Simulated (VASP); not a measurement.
# Si5S (P6/mmm) in VASP: notebook

The runs below take Si5S through single point, relaxation of cell and atoms, with PBE.

Program: VASP 6.6.1. These are calculated values, not measurements. Logs are shortened: lines on timing, memory, paths and dates and some standing lists are left out, and cuts for length are marked.

## (1) The cell of the first run

Symmetry: P6/mmm, No. 191, hexagonal system. The conventional cell has a = 4.874 Å, b = 4.874 Å, c = 4.755 Å, α = 90.00°, β = 90.00°, γ = 120.00°. Within 3.6 Å of Si (site symmetry -6m2) lie 9 Si at 2.76 to 2.81 Å and 3 S at 2.81 Å. Si (site symmetry mmm) has 8 Si at 2.44 to 2.76 Å within 3.2 Å. S (site symmetry 6/mmm) has 18 Si at 2.81 to 3.40 Å within 3.7 Å.

## (2) Single point, PBE

INCAR

```
PREC = Accurate
ENCUT = 520
EDIFF = 1E-7
ISMEAR = 0
SIGMA = 0.1
LREAL = False
LASPH = True
NELM = 100
ALGO = Normal
ISIF = 2
LWAVE = False
LCHARG = False
GGA = PE
NBANDS = 22
```

KPOINTS

```
Automatic mesh
0
Gamma
  12 12 8
```

POSCAR

```
Si5S
1.0
    4.8744204343      0.0000000000      0.0000000000
   -2.4372102171      4.2213719248      0.0000000000
    0.0000000000      0.0000000000      4.7554591478
Si S
5 1
Direct
    0.3333333333      0.6666666667      0.0000000000
    0.6666666667      0.3333333333      0.0000000000
    0.5000000000      0.0000000000      0.5000000000
    0.5000000000      0.5000000000      0.5000000000
    0.0000000000      0.5000000000      0.5000000000
    0.0000000000      0.0000000000      0.0000000000
```

Potentials or basis: VASP PAW PBE potentials, release 64 (Si, S).

Launch:

```sh
> cat potpaw_PBE.64/Si/POTCAR potpaw_PBE.64/S/POTCAR > POTCAR
> mpirun -np 1 vasp_std > vasp.out
```

OUTCAR:

```text
PREC = Accurate
   ENCUT = 520
   EDIFF = 1E-7
   ISMEAR = 0
   LREAL = False
   LASPH = True
   NELM = 100
   ISIF = 2
   GGA = PE

 ion  position               nearest neighbor table
   1  0.333  0.667  0.000-   3 2.76   3 2.76   5 2.76   5 2.76   4 2.76   4 2.76   2 2.81   6 2.81
                             2 2.81   6 2.81   6 2.81   2 2.81
   2  0.667  0.333  0.000-   3 2.76   3 2.76   5 2.76   5 2.76   4 2.76   4 2.76   1 2.81   6 2.81
                             1 2.81   6 2.81   6 2.81   1 2.81
   3  0.500  0.000  0.500-   4 2.44   4 2.44   5 2.44   5 2.44   1 2.76   2 2.76   1 2.76   2 2.76

   4  0.500  0.500  0.500-   3 2.44   3 2.44   5 2.44   5 2.44   1 2.76   2 2.76   1 2.76   2 2.76

   5  0.000  0.500  0.500-   3 2.44   3 2.44   4 2.44   4 2.44   1 2.76   2 2.76   1 2.76   2 2.76

   6  0.000  0.000  0.000-   1 2.81   2 2.81   1 2.81   2 2.81   2 2.81   1 2.81

  LATTYP: Found a hexagonal cell.
 ALAT       =     4.8744204343
 C/A-ratio  =     0.9755947834

  Lattice vectors:

 A1 = (   4.8744204343,   0.0000000000,   0.0000000000)
 A2 = (  -2.4372102171,   4.2213719248,   0.0000000000)
 A3 = (   0.0000000000,   0.0000000000,   4.7554591478)

Analysis of symmetry for initial positions (statically):
=====================================================================
 Subroutine PRICEL returns:
 Original cell was already a primitive cell.

 Routine SETGRP: Setting up the symmetry group for a
 hexagonal supercell.

 Subroutine GETGRP returns: Found 24 space group operations
 (whereof 24 operations were pure point group operations)
 out of a pool of 24 trial point group operations.

The static configuration has the point symmetry D_6h.

Analysis of symmetry for dynamics (positions and initial velocities):
=====================================================================
 Subroutine PRICEL returns:
 Original cell was already a primitive cell.

 Routine SETGRP: Setting up the symmetry group for a
 hexagonal supercell.

 Subroutine GETGRP returns: Found 24 space group operations
 (whereof 24 operations were pure point group operations)
 out of a pool of 24 trial point group operations.

The dynamic configuration has the point symmetry D_6h.

 Subroutine INISYM returns: Found 24 space group operations
 (whereof 24 operations are pure point group operations),
 and found     1 'primitive' translations

----------------------------------------------------------------------------------------

                                     Primitive cell

  volume of cell :      97.8519

  direct lattice vectors                    reciprocal lattice vectors
     4.874420434  0.000000000  0.000000000     0.205152595  0.118444906  0.000000000
    -2.437210217  4.221371925  0.000000000     0.000000000  0.236889812  0.000000000
     0.000000000  0.000000000  4.755459148     0.000000000  0.000000000  0.210284637

  length of vectors
     4.874420434  4.874420434  4.755459148     0.236889812  0.236889812  0.210284637

  position of ions in fractional coordinates (direct lattice)
     0.333333333  0.666666667  0.000000000
     0.666666667  0.333333333  0.000000000
     0.500000000  0.000000000  0.500000000
     0.500000000  0.500000000  0.500000000
     0.000000000  0.500000000  0.500000000
     0.000000000  0.000000000  0.000000000

  ion indices of the primitive-cell ions
   primitive index   ion index
                 1           1
                 2           2
                 3           3
                 4           4
                 5           5
                 6           6

----------------------------------------------------------------------------------------

 KPOINTS: Automatic mesh

Automatic generation of k-mesh.
 Grid dimensions read from file:
 generate k-points for:   12   12    8

 Generating k-lattice:

  Cartesian coordinates                     Fractional coordinates (reciprocal lattice)
     0.017096050  0.009870409  0.000000000     0.083333333  0.000000000  0.000000000
     0.000000000  0.019740818  0.000000000     0.000000000  0.083333333  0.000000000
     0.000000000  0.000000000  0.026285580     0.000000000  0.000000000  0.125000000

  Length of vectors
     0.019740818  0.019740818  0.026285580

  Shift w.r.t. Gamma in fractional coordinates (k-lattice)
     0.000000000  0.000000000  0.000000000

 Subroutine IBZKPT returns following result:
 ===========================================

 Found     95 irreducible k-points:

 Following reciprocal coordinates:
            Coordinates               Weight
  0.000000  0.000000  0.000000      1.000000
  0.083333 -0.000000  0.000000      6.000000
  0.166667 -0.000000  0.000000      6.000000
  0.250000 -0.000000  0.000000      6.000000
  0.333333 -0.000000  0.000000      6.000000
  0.416667 -0.000000  0.000000      6.000000
[... 16 lines left out ...]
  0.250000 -0.000000  0.125000     12.000000
  0.333333 -0.000000  0.125000     12.000000
 [... further k-points ...]
   k-points           NKPTS =     95   k-points in BZ     NKDIM =     95   number of bands    NBANDS=     22
   number of dos      NEDOS =    301   number of ions     NIONS =      6
   total plane-waves  NPLWV =  46656
   dimension x,y,z NGX =    36 NGY =   36 NGZ =   36
   dimension x,y,z NGXF=    72 NGYF=   72 NGZF=   72
   ions per type =               5   1
   NGX,Y,Z   is equivalent  to a cutoff of  12.28, 12.28, 12.59 a.u.
   NGXF,Y,Z  is equivalent  to a cutoff of  24.56, 24.56, 25.17 a.u.
 SYSTEM =  unknown system
   PREC   = accura    normal or accurate (medium, high low for compatibility)
   ISTART =      0    job   : 0-new  1-cont  2-samecut
   ICHARG =      2    charge: 1-file 2-atom 10-const
   ISPIN  =      1    spin polarized calculation?
   LNONCOLLINEAR =      F non collinear calculations
   LSORBIT =      F    spin-orbit coupling
   LASPH  =      T    aspherical Exc in radial PAW
   ENCUT  =  520.0 eV  38.22 Ry    6.18 a.u.   9.06  9.06  8.84*2*pi/ulx,y,z
   NELM   =    100;   NELMIN=  2; NELMDL= -5     # of ELM steps
   EDIFF  = 0.1E-06   stopping-criterion for ELM
   LREAL  =      F    real-space projection
   EDIFFG = 0.1E-05   stopping-criterion for IOM
   NSW    =      0    number of steps for IOM
   IBRION =     -1    ionic relax: 0-MD 1-quasi-New 2-CG
   NFREE  =      0    steps in history (QN), initial steepest desc. (CG)
   ISIF   =      2    stress and relaxation
   ISYM   =      2    0-nonsym 1-usesym 2-fastsym
   POTIM  = 0.5000    time-step for ionic-motion
   TEBEG  =    0.0;   TEEND  =   0.0 temperature during run
   PSTRESS=    0.0 pullay stress
   NELECT =      26.0000    total number of electrons
   NUPDOWN=      -1.0000    fix difference up-down
   EMIN   =  10.00;   EMAX   =-10.00  energy-range for DOS
   EFERMI =   0.00;   METHOD = LEGACY
   ISMEAR =     0;   SIGMA  =   0.10  broadening in eV -4-tet -1-fermi 0-gaus
   EFERMI_NEDOS =   21; number of points for ismear=-14 and -15
   IALGO  =     38    algorithm
   IMIX   =      4    mixing-type and parameters
     AMIX     =   0.40;   BMIX     =  1.00
     AMIX_MAG =   1.60;   BMIX_MAG =  1.00
  volume/ion in A,a.u.               =      16.31       110.06
  Fermi-wavevector in a.u.,A,eV,Ry     =   1.052470  1.988879 15.071070  1.107692
  Thomas-Fermi vector in A             =   2.187554
   LORBIT       =      0    0 simple, 1 ext, 2 COOP (PROOUT), +10 PAW based schemes
   GGA     = PE    functional components
   LHFCALC =     F    Hartree Fock is set to
   AEXX    =    0.0000 exact exchange contribution
   IVDW    =     0    specifies the selected vdW correction
   LEPSILON=     F    determine dielectric tensor
   LRPA    =     F    only Hartree local field effects (RPA)
 non-spin polarized calculation
 Gauss-broadening in eV      SIGMA  =   0.10
  energy-cutoff  :      520.00
  volume of cell :       97.85
 maximum number of plane-waves:      2664
   NGX = 19   NGY = 19   NGZ = 17

 number of electron      26.0000003 magnetization

 Free energy of the ion-electron system (eV)
  ---------------------------------------------------
  ext. energy  EPLUGINS =         0.00000000
  ---------------------------------------------------
  free energy    TOTEN  =       -27.72034380 eV

  energy without entropy =      -27.70658081  energy(sigma->0) =      -27.71346231

 E-fermi :   8.0459     XC(G=0): -10.6284

 val. band max:        8.0261933746   @ k =   0.2500  -0.0000   0.3750
 cond. band min:       8.0584346818   @ k =   0.2500   0.1667   0.2500
 fundamental gap:      0.0322413073
 Fermi energy:         8.0458613910

 k-point     1 :       0.0000    0.0000    0.0000
  band No.  band energies     occupation
      1      -6.2058      2.00000
      2      -2.9460      2.00000
      3       0.5560      2.00000
      4       1.5417      2.00000
      5       1.8130      2.00000
      6       2.4887      2.00000
[... 14 lines left out ...]
     21      12.5292      0.00000
     22      14.9255      0.00000

 k-point     2 :       0.0833   -0.0000    0.0000
  band No.  band energies     occupation
      1      -6.1570      2.00000
      2      -2.9660      2.00000
      3       0.2202      2.00000
      4       1.5913      2.00000
      5       1.6612      2.00000
      6       2.1918      2.00000
[... 14 lines left out ...]
     21      12.7992      0.00000
     22      14.4669      0.00000

 k-point     3 :       0.1667   -0.0000    0.0000
  band No.  band energies     occupation
      1      -6.0120      2.00000
      2      -3.0359      2.00000
      3      -0.4613      2.00000
      4       1.4351      2.00000
      5       1.7394      2.00000
      6       1.7743      2.00000
[... 14 lines left out ...]
     21      13.4800      0.00000
     22      13.5138      0.00000
[... 476 lines left out ...]
 k-point    23 :       0.2500   -0.0000    0.1250
  band No.  band energies     occupation
      1      -5.7046      2.00000
      2      -3.2255      2.00000
      3      -1.0749      2.00000
      4       0.4758      2.00000
      5       1.5182      2.00000
      6       2.9138      2.00000
[... 14 lines left out ...]
     21      13.0025      0.00000
     22      14.5207      0.00000

 k-point    24 :       0.3333   -0.0000    0.1250
  band No.  band energies     occupation
      1      -5.3960      2.00000
      2      -3.4433      2.00000
      3      -1.5916      2.00000
      4       0.5206      2.00000
      5       1.2644      2.00000
      6       2.9138      2.00000
[... 14 lines left out ...]
     21      13.5102      0.00000
     22      14.6390      0.00000

 [... further k-points ...]

------------------------ aborting loop because EDIFF is reached ----------------------------------------

  FORCE on cell =-STRESS in cart. coord.  units (eV):
  Direction    XX          YY          ZZ          XY          YZ          ZX
  --------------------------------------------------------------------------------------
  -------------------------------------------------------------------------------------
  Total       -0.0271974     -0.0271974     -0.0190316     -0.0000000      0.0000000      0.0000000
  in kB       -0.4453160     -0.4453160     -0.3116133     -0.0000000      0.0000000      0.0000000
  external PRESSURE =      -0.4007484 kB  Pullay stress =       0.0000000 kB

 VOLUME and BASIS-vectors are now :
 -----------------------------------------------------------------------------
  energy-cutoff  :      520.00
  volume of cell :       97.85
      direct lattice vectors                 reciprocal lattice vectors
     4.874420434  0.000000000  0.000000000     0.205152595  0.118444906  0.000000000
    -2.437210217  4.221371925  0.000000000     0.000000000  0.236889812  0.000000000
     0.000000000  0.000000000  4.755459148     0.000000000  0.000000000  0.210284637

 POSITION                                       TOTAL-FORCE (eV/Angst)
 -----------------------------------------------------------------------------------
     -0.00000      2.81425      0.00000        -0.000000      0.000000      0.000000
      2.43721      1.40712      0.00000         0.000000      0.000000      0.000000
      2.43721      0.00000      2.37773        -0.000000      0.000000      0.000000
      1.21861      2.11069      2.37773        -0.000000      0.000000      0.000000
     -1.21861      2.11069      2.37773        -0.000000      0.000000      0.000000
      0.00000      0.00000      0.00000        -0.000000      0.000000      0.000000
 -----------------------------------------------------------------------------------
    total drift:                                0.000000     -0.000000     -0.000000

  FREE ENERGIE OF THE ION-ELECTRON SYSTEM (eV)
  ---------------------------------------------------
  free  energy   TOTEN  =       -27.7203438006 eV

  energy  without entropy=      -27.7065808125  energy(sigma->0) =      -27.71346231
```

Run time: 2.7 min. Hardware: 1 thread of Intel Xeon 6975P-C, shared host; peak memory 0.3 GiB.

Results:

```
Free energy            : -27.7203 eV
Pressure               : 0.0 GPa
Band gap on the k mesh : zero (band 13 reaches 10.17 eV, above the bottom of band 14 at 5.74 eV)
```

Levels at points of the mesh, in eV from the Fermi level:
| k point | band 11 | band 12 | band 13 | band 14 | band 15 | band 16 |
| --- | --- | --- | --- | --- | --- | --- |
| (0.00, 0.00, 0.00) | -0.86 | -0.86 | -0.77 | -0.61 | 0.14 | 0.14 |
| (0.50, 0.00, 0.00) | -1.58 | -0.64 | 0.20 | 0.51 | 0.61 | 1.27 |
| (0.00, 0.00, 0.50) | -3.67 | -2.58 | -2.58 | -2.14 | 0.85 | 0.88 |
| (0.50, 0.00, 0.50) | 0.11 | 0.18 | 1.26 | 1.41 | 1.92 | 2.42 |

## (3) Relaxation of cell and atoms, PBE

This run uses another cell than the first one, of 17.88 Å³/atom, 1.097 times its volume.

INCAR

```
SYSTEM = Si5S
  ALGO = Normal
  EDIFF = 1E-6
  EDIFFG = -0.04
  ENCUT = 600
  GGA = PE
  IBRION = 2
  ISIF = 3
  ISMEAR = 0
  LASPH = .True.
  LCHARG = .False.
  LREAL = .False.
  LWAVE = .False.
  NELM = 100
  NSW = 90
  PREC = Accurate
  SIGMA = 0.1
```

KPOINTS

```
k-points
0
Gamma
  6 6 4
  0 0 0
```

POSCAR

```
Si5S
1.0
    5.4225391100      0.0000000000      0.0000000000
   -2.7112695600      4.6960566300      0.0000000000
    0.0000000000      0.0000000000      4.2136386400
Si S
5 1
Direct
    0.3333333300      0.6666666700      0.0000000000
    0.6666666700      0.3333333300      0.0000000000
    0.5000000000      0.0000000000      0.5000000000
    0.5000000000      0.5000000000      0.5000000000
    0.0000000000      0.5000000000      0.5000000000
    0.0000000000      0.0000000000      0.0000000000
```

Potentials or basis: VASP PAW PBE potentials, release 64 (Si, S).

Launch:

```sh
> cat potpaw_PBE.64/Si/POTCAR potpaw_PBE.64/S/POTCAR > POTCAR
> mpirun -np 1 vasp_std > vasp.out
```

Wall time 7.5 min (1 thread of Intel Xeon 6975P-C, shared host); peak memory 0.29 GiB.

The run converged. Its results:

| Item | Value |
| --- | --- |
| Free energy | -27.4963 eV |
| Relaxed volume | 16.56 Å³/atom |
| Relaxed cell | a = 5.449 Å, b = 5.449 Å, c = 3.865 Å, α = 90.00°, β = 90.00°, γ = 120.00° |
| Space group after relaxing (to 0.05 Å) | P6/mmm (No. 191) |
| Energy gained by relaxing | 57.5 meV/atom |
| Ionic steps | 15 |
| Pressure after relaxing | 0.1 GPa |
| Band gap on the k mesh | zero (band 13 reaches 8.56 eV, above the bottom of band 14 at 5.39 eV) |

Stress tensor (GPa, compression positive):
```
0.10 0.00 0.00
0.00 0.10 0.00
0.00 0.00 0.18
```

Step by step:
```tsv
step	energy change (eV)	largest force (eV/Å)	pressure (GPa)	volume (Å³)
1	0.0000	0.0000	-5.52	107.30
2	-0.1722	0.0000	0.17	98.01
3	-0.1723	0.0000	0.04	98.18
4	-0.1753	0.0000	0.11	98.16
5	-0.2019	0.0000	0.16	98.11
6	-0.2986	0.0000	0.55	97.95
7	-0.2946	0.0000	2.40	97.44
8	-0.3352	0.0000	1.67	97.68
9	-0.3367	0.0000	1.33	97.76
10	-0.3372	0.0000	1.45	97.73
11	-0.3379	0.0000	1.42	97.83
12	-0.3384	0.0000	1.38	97.98
13	-0.3396	0.0000	1.25	98.12
14	-0.3425	0.0000	0.87	98.54
15	-0.3452	0.0000	0.13	99.38
```

Final structure:
```
CELL_PARAMETERS angstrom
5.44905 0.00000 0.00000
-2.72453 4.71902 0.00000
0.00000 0.00000 3.86497
ATOMIC_POSITIONS crystal
Si 0.33333 0.66667 0.00000
Si 0.66667 0.33333 0.00000
Si 0.50000 0.00000 0.50000
Si 0.50000 0.50000 0.50000
Si 0.00000 0.50000 0.50000
S 0.00000 0.00000 0.00000
```

Levels at points of the mesh, in eV from the Fermi level:
| k point | band 10 | band 11 | band 12 | band 13 | band 14 | band 15 | band 16 | band 17 |
| --- | --- | --- | --- | --- | --- | --- | --- | --- |
| (0.00, 0.00, 0.00) | -0.84 | -0.25 | 0.72 | 0.72 | 0.83 | 0.83 | 1.30 | 2.94 |
| (0.50, 0.00, 0.00) | -1.98 | -1.42 | -1.14 | -0.75 | -0.25 | 0.53 | 0.54 | 1.27 |
| (0.00, 0.00, 0.50) | -3.27 | -3.27 | -2.55 | -2.55 | -2.35 | 3.29 | 3.29 | 5.18 |
| (0.50, 0.00, 0.50) | -1.13 | -0.94 | -0.78 | -0.45 | 0.32 | 1.07 | 1.44 | 1.49 |

Caveat: the k points lie up to 0.41 Å⁻¹ apart in the final cell.

(Part 1 of 2 ends here.)
